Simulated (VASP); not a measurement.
# P (Cmce) in VASP: single point with PBE

Aim: the single point of P with PBE.

Program: VASP 6.6.1. These are calculated values, not measurements. Logs are shortened: lines on timing, memory, paths and dates and some standing lists are left out, and cuts for length are marked.

### 1 The cell of the first run

The structure is orthorhombic, space group Cmce (No. 64). The conventional cell has a = 3.320 Å, b = 11.271 Å, c = 4.541 Å, α = 90.00°, β = 90.00°, γ = 90.00°. Within 3.0 Å of P (site symmetry m) lie 3 P at 2.23 to 2.26 Å.

### 2 Single point, PBE

The input, INCAR:

```
  PREC = Accurate
  ENCUT = 520
  EDIFF = 1E-6
  ISMEAR = 0
  SIGMA = 0.05
  LREAL = False
  LASPH = True
  NELM = 100
  ALGO = Normal
  ISIF = 2
  LWAVE = False
  LCHARG = False
  GGA = PE
  NBANDS = 18
```

The input, KPOINTS:

```
regular mesh
0
Gamma
  6 6 4
```

The input, POSCAR:

```
P
1.0
    1.6602136538     -5.6356252266      0.0000000000
    1.6602136538      5.6356252266      0.0000000000
    0.0000000000      0.0000000000      4.5412897758
P
4
Direct
    0.4059340025      0.5940659975      0.5859043006
    0.5940659975      0.4059340025      0.4140956994
    0.9059340025      0.0940659975      0.9140956994
    0.0940659975      0.9059340025      0.0859043006
```

Potentials or basis: VASP PAW PBE potentials, release 64 (P).

Launch:

```sh
> cat potpaw_PBE.64/P/POTCAR > POTCAR
> mpirun -np 1 vasp_std > vasp.out
```

OUTCAR:

```text
PREC = Accurate
   ENCUT = 520
   EDIFF = 1E-6
   ISMEAR = 0
   LREAL = False
   LASPH = True
   NELM = 100
   ISIF = 2
   GGA = PE

 ion  position               nearest neighbor table
   1  0.406  0.594  0.586-   3 2.23   3 2.23   2 2.26
   2  0.594  0.406  0.414-   4 2.23   4 2.23   1 2.26
   3  0.906  0.094  0.914-   1 2.23   1 2.23   4 2.26
   4  0.094  0.906  0.086-   2 2.23   2 2.23   3 2.26

  LATTYP: Found a base centered orthorhombic cell.
 ALAT       =     3.3204273076
 B/A-ratio  =     3.3945180572
 C/A-ratio  =     1.3676823358

  Lattice vectors:

 A1 = (   1.6602136538,  -5.6356252266,   0.0000000000)
 A2 = (   1.6602136538,   5.6356252266,   0.0000000000)
 A3 = (   0.0000000000,   0.0000000000,   4.5412897758)

Analysis of symmetry for initial positions (statically):
=====================================================================
 Subroutine PRICEL returns:
 Original cell was already a primitive cell.

 Routine SETGRP: Setting up the symmetry group for a
 base centered orthorhombic supercell.

 Subroutine GETGRP returns: Found  8 space group operations
 (whereof  4 operations were pure point group operations)
 out of a pool of  8 trial point group operations.

The static configuration has the point symmetry C_2h.
 The point group associated with its full space group is D_2h.

Analysis of symmetry for dynamics (positions and initial velocities):
=====================================================================
 Subroutine PRICEL returns:
 Original cell was already a primitive cell.

 Routine SETGRP: Setting up the symmetry group for a
 base centered orthorhombic supercell.

 Subroutine GETGRP returns: Found  8 space group operations
 (whereof  4 operations were pure point group operations)
 out of a pool of  8 trial point group operations.

The dynamic configuration has the point symmetry C_2h.
 The point group associated with its full space group is D_2h.

 Subroutine INISYM returns: Found  8 space group operations
 (whereof  4 operations are pure point group operations),
 and found     1 'primitive' translations

----------------------------------------------------------------------------------------

                                     Primitive cell

  volume of cell :      84.9797

  direct lattice vectors                    reciprocal lattice vectors
     1.660213654 -5.635625227  0.000000000     0.301166057 -0.088721301  0.000000000
     1.660213654  5.635625227  0.000000000     0.301166057  0.088721301  0.000000000
     0.000000000  0.000000000  4.541289776     0.000000000  0.000000000  0.220201760

  length of vectors
     5.875081367  5.875081367  4.541289776     0.313962519  0.313962519  0.220201760

  position of ions in fractional coordinates (direct lattice)
     0.405934002  0.594065998  0.585904301
     0.594065998  0.405934002  0.414095699
     0.905934002  0.094065998  0.914095699
     0.094065998  0.905934002  0.085904301

  ion indices of the primitive-cell ions
   primitive index   ion index
                 1           1
                 2           2
                 3           3
                 4           4

----------------------------------------------------------------------------------------

 KPOINTS: regular mesh

Automatic generation of k-mesh.
 Grid dimensions read from file:
 generate k-points for:    6    6    4

 Generating k-lattice:

  Cartesian coordinates                     Fractional coordinates (reciprocal lattice)
     0.050194343 -0.014786883  0.000000000     0.166666667 -0.000000000  0.000000000
     0.050194343  0.014786883  0.000000000    -0.000000000  0.166666667  0.000000000
     0.000000000  0.000000000  0.055050440     0.000000000  0.000000000  0.250000000

  Length of vectors
     0.052327086  0.052327086  0.055050440

  Shift w.r.t. Gamma in fractional coordinates (k-lattice)
     0.000000000  0.000000000  0.000000000

 Subroutine IBZKPT returns following result:
 ===========================================

 Found     39 irreducible k-points:

 Following reciprocal coordinates:
            Coordinates               Weight
  0.000000  0.000000  0.000000      1.000000
  0.166667 -0.000000  0.000000      4.000000
  0.333333 -0.000000  0.000000      4.000000
  0.500000 -0.000000  0.000000      2.000000
  0.166667  0.166667  0.000000      2.000000
  0.333333  0.166667  0.000000      4.000000
[... 16 lines left out ...]
  0.333333  0.333333  0.250000      4.000000
  0.500000  0.333333  0.250000      8.000000
 [... further k-points ...]
   k-points           NKPTS =     39   k-points in BZ     NKDIM =     39   number of bands    NBANDS=     18
   number of dos      NEDOS =    301   number of ions     NIONS =      4
   total plane-waves  NPLWV =  82944
   dimension x,y,z NGX =    48 NGY =   48 NGZ =   36
   dimension x,y,z NGXF=    96 NGYF=   96 NGZF=   72
   ions per type =               4
   NGX,Y,Z   is equivalent  to a cutoff of  13.58, 13.58, 13.18 a.u.
   NGXF,Y,Z  is equivalent  to a cutoff of  27.16, 27.16, 26.36 a.u.
 SYSTEM =  unknown system
   PREC   = accura    normal or accurate (medium, high low for compatibility)
   ISTART =      0    job   : 0-new  1-cont  2-samecut
   ICHARG =      2    charge: 1-file 2-atom 10-const
   ISPIN  =      1    spin polarized calculation?
   LNONCOLLINEAR =      F non collinear calculations
   LSORBIT =      F    spin-orbit coupling
   LASPH  =      T    aspherical Exc in radial PAW
   ENCUT  =  520.0 eV  38.22 Ry    6.18 a.u.  10.92 10.92  8.44*2*pi/ulx,y,z
   NELM   =    100;   NELMIN=  2; NELMDL= -5     # of ELM steps
   EDIFF  = 0.1E-05   stopping-criterion for ELM
   LREAL  =      F    real-space projection
   EDIFFG = 0.1E-04   stopping-criterion for IOM
   NSW    =      0    number of steps for IOM
   IBRION =     -1    ionic relax: 0-MD 1-quasi-New 2-CG
   NFREE  =      0    steps in history (QN), initial steepest desc. (CG)
   ISIF   =      2    stress and relaxation
   ISYM   =      2    0-nonsym 1-usesym 2-fastsym
   POTIM  = 0.5000    time-step for ionic-motion
   TEBEG  =    0.0;   TEEND  =   0.0 temperature during run
   PSTRESS=    0.0 pullay stress
   NELECT =      20.0000    total number of electrons
   NUPDOWN=      -1.0000    fix difference up-down
   EMIN   =  10.00;   EMAX   =-10.00  energy-range for DOS
   EFERMI =   0.00;   METHOD = LEGACY
   ISMEAR =     0;   SIGMA  =   0.05  broadening in eV -4-tet -1-fermi 0-gaus
   EFERMI_NEDOS =   21; number of points for ismear=-14 and -15
   IALGO  =     38    algorithm
   IMIX   =      4    mixing-type and parameters
     AMIX     =   0.40;   BMIX     =  1.00
     AMIX_MAG =   1.60;   BMIX_MAG =  1.00
  volume/ion in A,a.u.               =      21.24       143.37
  Fermi-wavevector in a.u.,A,eV,Ry     =   1.010756  1.910052 13.900093  1.021628
  Thomas-Fermi vector in A             =   2.143765
   LORBIT       =      0    0 simple, 1 ext, 2 COOP (PROOUT), +10 PAW based schemes
   GGA     = PE    functional components
   LHFCALC =     F    Hartree Fock is set to
   AEXX    =    0.0000 exact exchange contribution
   IVDW    =     0    specifies the selected vdW correction
   LEPSILON=     F    determine dielectric tensor
   LRPA    =     F    only Hartree local field effects (RPA)
 non-spin polarized calculation
 Gauss-broadening in eV      SIGMA  =   0.05
  energy-cutoff  :      520.00
  volume of cell :       84.98
 maximum number of plane-waves:      2302
 NGX is ok and might be reduce to    48
   NGX = 21   NGY = 21   NGZ = 17

 number of electron      19.9999998 magnetization

 Free energy of the ion-electron system (eV)
  ---------------------------------------------------
  ext. energy  EPLUGINS =         0.00000000
  ---------------------------------------------------
  free energy    TOTEN  =       -21.49123103 eV

  energy without entropy =      -21.49118672  energy(sigma->0) =      -21.49120887

 E-fermi :   5.4314     XC(G=0):  -9.2399

 val. band max:        5.3575889892   @ k =   0.5000   0.5000   0.0000
 cond. band min:       5.5052196603   @ k =   0.5000   0.5000   0.0000
 fundamental gap:      0.1476306711
 Fermi energy:         5.4314043229

 k-point     1 :       0.0000    0.0000    0.0000
  band No.  band energies     occupation
      1     -10.1109      2.00000
      2      -7.4224      2.00000
      3      -4.2178      2.00000
      4      -1.1023      2.00000
      5       0.4180      2.00000
      6       0.6090      2.00000
[... 10 lines left out ...]
     17      12.1273      0.00000
     18      12.5658      0.00000

 k-point     2 :       0.1667   -0.0000    0.0000
  band No.  band energies     occupation
      1      -9.7789      2.00000
      2      -7.1002      2.00000
      3      -4.4184      2.00000
      4      -0.8125      2.00000
      5      -0.2623      2.00000
      6       0.2494      2.00000
[... 10 lines left out ...]
     17      10.7325      0.00000
     18      11.9914      0.00000

 k-point     3 :       0.3333   -0.0000    0.0000
  band No.  band energies     occupation
      1      -8.8051      2.00000
      2      -6.1374      2.00000
      3      -5.5289      2.00000
      4      -2.4328      2.00000
      5      -0.4561      2.00000
      6      -0.0984      2.00000
[... 10 lines left out ...]
     17      11.9852      0.00000
     18      12.0596      0.00000

 k-point     4 :       0.5000   -0.0000    0.0000
  band No.  band energies     occupation
      1      -7.2830      2.00000
      2      -7.2830      2.00000
      3      -4.5536      2.00000
      4      -4.5536      2.00000
      5       0.0606      2.00000
      6       0.0606      2.00000
[... 375 lines left out ...]
      4      -1.9831      2.00000
      5       0.4475      2.00000
      6       1.7382      2.00000
[... 10 lines left out ...]
     17      11.7533      0.00000
     18      12.2674      0.00000

 k-point    23 :       0.3333    0.3333    0.2500
  band No.  band energies     occupation
      1      -8.4516      2.00000
      2      -6.8252      2.00000
      3      -5.0191      2.00000
      4      -2.8205      2.00000
      5      -1.0947      2.00000
      6      -0.1181      2.00000
[... 10 lines left out ...]
     17      11.2617      0.00000
     18      11.9226      0.00000

 k-point    24 :       0.5000    0.3333    0.2500
  band No.  band energies     occupation
      1      -9.3891      2.00000
      2      -7.6705      2.00000
      3      -4.3597      2.00000
      4      -2.0838      2.00000
      5      -0.1641      2.00000
      6       0.8619      2.00000
[... 10 lines left out ...]
     17      10.6412      0.00000
     18      11.7840      0.00000

 [... further k-points ...]
[... 5 lines left out ...]
  --------------------------------------------------------------------------------------
  -------------------------------------------------------------------------------------
  Total       -0.1187461     -0.1585938     -0.0780133      0.0000000     -0.0000000      0.0000000
  in kB       -2.2387964     -2.9900704     -1.4708347      0.0000000     -0.0000000      0.0000000
  external PRESSURE =      -2.2332338 kB  Pullay stress =       0.0000000 kB

 VOLUME and BASIS-vectors are now :
 -----------------------------------------------------------------------------
  energy-cutoff  :      520.00
  volume of cell :       84.98
      direct lattice vectors                 reciprocal lattice vectors
     1.660213654 -5.635625227  0.000000000     0.301166057 -0.088721301  0.000000000
     1.660213654  5.635625227  0.000000000     0.301166057  0.088721301  0.000000000
     0.000000000  0.000000000  4.541289776     0.000000000  0.000000000  0.220201760

 POSITION                                       TOTAL-FORCE (eV/Angst)
 -----------------------------------------------------------------------------------
      1.66021      1.06024      2.66076         0.000000     -0.034416      0.019559
      1.66021     -1.06024      1.88053         0.000000      0.034416     -0.019559
      1.66021     -4.57538      4.15117         0.000000     -0.034416     -0.019559
      1.66021      4.57538      0.39012         0.000000      0.034416      0.019559
 -----------------------------------------------------------------------------------
    total drift:                                0.000000      0.000000      0.000000

  FREE ENERGIE OF THE ION-ELECTRON SYSTEM (eV)
  ---------------------------------------------------
  free  energy   TOTEN  =       -21.4912310296 eV

  energy  without entropy=      -21.4911867172  energy(sigma->0) =      -21.49120887
```

It took 94 s on 1 thread of Intel Xeon 8259CL, shared host; peak memory 0.26 GiB.

What came out:

```yaml
Free_energy: -21.4912 eV
Pressure: -0.2 GPa
Largest_force: 0.040 eV/Å
Band_gap_on_the_k_mesh: 0.15 eV, direct
```

Forces in eV/Å, atoms in the order of the input:
```
P    0.000 -0.034  0.020
P    0.000  0.034 -0.020
P    0.000 -0.034 -0.020
P    0.000  0.034  0.020
```

Stress tensor (GPa, compression positive):
```
-0.22  0.00  0.00
 0.00 -0.30  0.00
 0.00  0.00 -0.15
```

A k mesh can miss the band edges.
